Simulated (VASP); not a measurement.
## B: single point with PBE

Crystal: B.

```xyz
6
Lattice="2.9025 0.0000 0.0000 -1.4512 2.5136 0.0000 0.0000 0.0000 5.2757" Properties=species:S:1:pos:R:3 pbc="T T T"
B     0.0000    0.0000    0.0000
B     0.0000    1.6757    0.8403
B     1.4512    0.8379    1.8102
B     0.0000    1.6757    2.6378
B     1.4512    0.8379    3.4655
B     0.0000    1.6757    4.4354
```

The cell was built from a structure type or drawn by symmetry, and may not be a known phase.

| Property | Result |
| --- | --- |
| Program | VASP 6.6.1 |
| Task | single point |
| Functional | PBE |
| Potentials or basis | VASP PAW PBE potentials, release 64 (B) |
| Cutoff | 520 eV |
| k mesh | 6 × 6 × 2 |
| Occupations | gaussian, width 0.1 eV |
| Spin | no spin polarisation |

```yaml
Pressure: -0.1 GPa
Largest_force: 0.007 eV/Å
Band_gap_on_the_k_mesh: zero (bands 9 and 10 overlap by 2.99 eV)
```

Forces in eV/Å, atoms in the order of the input:
```
B    0.000  0.000  0.000
B    0.000  0.000 -0.002
B    0.000  0.000 -0.007
B    0.000  0.000  0.000
B    0.000  0.000  0.007
B    0.000  0.000  0.002
```

Stress tensor (GPa, compression positive):
```
-0.04  0.00  0.00
 0.00 -0.04  0.00
 0.00  0.00 -0.18
```

Levels at points of the mesh, in eV from the Fermi level:
```
           k point  band 6  band 7  band 8  band 9  band 10  band 11  band 12  band 13
(0.00, 0.00, 0.00)   -3.37   -1.68   -0.70   -0.70     1.81     1.81     4.35     4.35
(0.50, 0.00, 0.00)   -8.13   -6.65   -2.20   -1.08    -0.40     0.92     1.21     5.66
(0.00, 0.00, 0.50)   -2.81   -1.74   -1.74    2.01     2.01     2.47     3.91     4.03
(0.50, 0.00, 0.50)   -5.73   -5.65   -5.12   -1.53    -0.97     1.87     2.64     4.01
```

It took 6.9 s on 1 thread of AMD EPYC 9R45 96-Core Processor (Zen 5), with other jobs on the host, peak memory 0.12 GiB.

Caveat: the k points lie up to 0.60 Å⁻¹ apart, too coarse for converged energies and pressures of a metal.
